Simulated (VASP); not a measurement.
## Al: single point with PBEsol

Al:

```
CELL_PARAMETERS angstrom
3.21264 3.21264 3.21264
-3.21264 -3.21264 3.21264
3.21264 -3.21264 -3.21264
ATOMIC_POSITIONS crystal
Al 0.92716 0.57284 0.50000
Al 0.00000 0.00000 0.50000
Al 0.00000 0.50000 0.00000
Al 0.00000 0.00000 0.00000
Al 0.50000 0.50000 0.50000
Al 0.50000 0.00000 0.50000
Al 0.50000 0.50000 0.00000
Al 0.50000 0.00000 0.00000
```

This cell differs from its parent crystal: atom 1 (Al) moved by -0.468 Å along [1 0 0] and -0.468 Å along [0 1 0].

```yaml
Program: VASP 6.6.1
Task: single point
Functional: PBEsol
Potentials_or_basis: VASP PAW PBE potentials, release 64 (Al)
Cutoff: 520 eV
k_mesh: 10 × 10 × 10
Occupations: gaussian, width 0.15 eV
Spin: no spin polarisation
```

The pressure is 4.3 GPa, the largest force is 4.484 eV/Å and the band gap on the k mesh is zero (band 12 reaches 9.00 eV, above the bottom of band 13 at 4.99 eV).

Forces in eV/Å, atoms in the order of the input:
```
Al   3.170  3.170  0.000
Al  -1.598 -1.598  2.260
Al   0.132  0.132  0.000
Al  -0.031 -0.178  0.000
Al  -1.598 -1.598 -2.260
Al  -0.029 -0.029  0.000
Al  -0.178 -0.031  0.000
Al   0.132  0.132  0.000
```

Stress tensor (GPa, compression positive):
```
3.16 3.69 0.00
3.69 3.16 0.00
0.00 0.00 6.48
```

Levels at points of the mesh, in eV from the Fermi level:
```csv
k point,band 10,band 11,band 12,band 13,band 14,band 15
"(0.00, 0.00, 0.00)",-3.75,-3.62,-3.55,-2.87,1.80,1.96
"(0.50, 0.00, 0.00)",-1.91,0.11,0.63,0.65,0.91,1.24
"(0.00, 0.00, 0.50)",-2.07,0.10,0.37,0.75,0.99,1.03
"(0.50, 0.50, 0.00)",-1.74,0.47,0.62,0.69,0.71,1.37
"(0.50, 0.50, 0.50)",-0.99,-0.66,-0.56,0.20,0.49,4.06
```

Wall time 7.3 min on 1 thread of AMD EPYC 9R45 (Zen 5) (shared host), peak memory 0.45 GiB.

Caveat: the cell differs from its parent crystal (atom 1 (Al) moved by -0.468 Å along [1 0 0] and -0.468 Å along [0 1 0]); the PAW data sets were made with another functional, which shifts forces and pressure a little.
